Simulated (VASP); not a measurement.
Crystal: Cl.

```
CELL_PARAMETERS angstrom
0.00000 3.07500 3.07500
3.07500 0.00000 3.07500
3.07500 3.07500 0.00000
ATOMIC_POSITIONS crystal
Cl 0.00000 0.00000 0.00000
Cl 0.25000 0.25000 0.25000
```

| Property | Result |
| --- | --- |
| Program | VASP 6.6.1 |
| Task | relaxation of cell and atoms |
| Functional | PBE |
| Potentials or basis | VASP PAW PBE potentials, release 64 (Cl) |
| Cutoff | 600 eV |
| k mesh | 7 × 7 × 7 |
| Occupations | fermi-dirac, width 0.02 eV |
| Spin | no spin polarisation |

At the start: pressure 3.7 GPa; volume 29.08 Å³/atom.

**Question.** How do energy, volume and symmetry change on relaxing?

**Answer.** Over 4 steps the energy falls by 44.0 meV/atom and the volume is 33.46 Å³/atom (+15.1 %); space group Fd-3m (No. 227, to 0.05 Å).

Step by step:
| step | energy change (eV) | largest force (eV/Å) | pressure (GPa) | volume (Å³) |
| --- | --- | --- | --- | --- |
| 1 | 0.0000 | 0.0000 | 3.69 | 58.15 |
| 2 | -0.0799 | 0.0000 | 0.94 | 63.97 |
| 3 | -0.0878 | 0.0000 | -0.16 | 67.45 |
| 4 | -0.0881 | 0.0000 | -0.01 | 66.92 |

Final structure:
```
Cl
1.0
     0.00000    3.22237    3.22237
     3.22237    0.00000    3.22237
     3.22237    3.22237    0.00000
Cl
2
Direct
  0.00000 0.00000 0.00000
  0.25000 0.25000 0.25000
```

Caveat: the volume moved by over 15 % at a fixed basis, so the end points are rough.
